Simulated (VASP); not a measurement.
## PbO2: relaxation of cell and atoms with PBEsol

Crystal: PbO2.

```
Pb O
1.0
     0.00000    2.70199    2.70199
     2.70199    0.00000    2.70199
     2.70199    2.70199    0.00000
Pb O
1 2
Direct
  0.00000 0.00000 0.00000
  0.75000 0.75000 0.75000
  0.25000 0.25000 0.25000
```

* Program: VASP 6.6.1
* Task: relaxation of cell and atoms
* Functional: PBEsol
* Potentials or basis: VASP PAW PBE potentials, release 64 (Pb_d, O)
* Cutoff: 600 eV
* k mesh: 9 × 9 × 9
* Occupations: fermi-dirac, width 0.05 eV
* Spin: no spin polarisation
* Target pressure: 2 GPa
* Dipole correction: no
* Further INCAR settings: ALGO = Normal; EDIFF = 1e-06; IBRION = 2; EDIFFG = -0.01; NSW = 60; ISIF = 3

| Property | Result |
| --- | --- |
| Relaxed volume | 12.48 Å³/atom |
| Relaxed cell | a = 3.755 Å, b = 3.755 Å, c = 3.755 Å, α = 60.00°, β = 60.00°, γ = 60.00° |
| Space group after relaxing (to 0.1 Å) | Fm-3m (No. 225) |
| Energy change on relaxing (the run minimises the enthalpy) | -8.4 meV/atom |
| Ionic steps | 3 |
| Pressure after relaxing | 2.0 GPa |
| Band gap on the k mesh | zero (bands 13 and 14 overlap by 1.28 eV) |

The path:
```tsv
step	energy change (eV)	largest force (eV/Å)	pressure (GPa)	volume (Å³)
1	0.0000	0.0000	-5.59	39.45
2	0.0228	0.0000	8.95	36.00
3	-0.0251	0.0000	1.97	37.44
```

Final structure:
```
Pb O
1.0
     0.00000    2.65530    2.65530
     2.65530    0.00000    2.65530
     2.65530    2.65530    0.00000
Pb O
1 2
Direct
  0.00000 0.00000 0.00000
  0.75000 0.75000 0.75000
  0.25000 0.25000 0.25000
```

Levels at points of the mesh, in eV from the Fermi level:
| k point | band 9 | band 10 | band 11 | band 12 | band 13 | band 14 | band 15 | band 16 | band 17 |
| --- | --- | --- | --- | --- | --- | --- | --- | --- | --- |
| (0.00, 0.00, 0.00) | -2.07 | -2.07 | -2.07 | -1.32 | -1.32 | -1.32 | 6.99 | 6.99 | 6.99 |

Run time: 89 s on 1 thread of Intel Xeon 8259CL (shared host), peak memory 0.2 GiB.

Caveat: the cell is relaxed towards a set pressure, so the run minimises the enthalpy, not the energy; the PAW data sets were made with another functional, which shifts forces and pressure a little; spin-orbit coupling is left out, which moves the levels of the heavy elements.
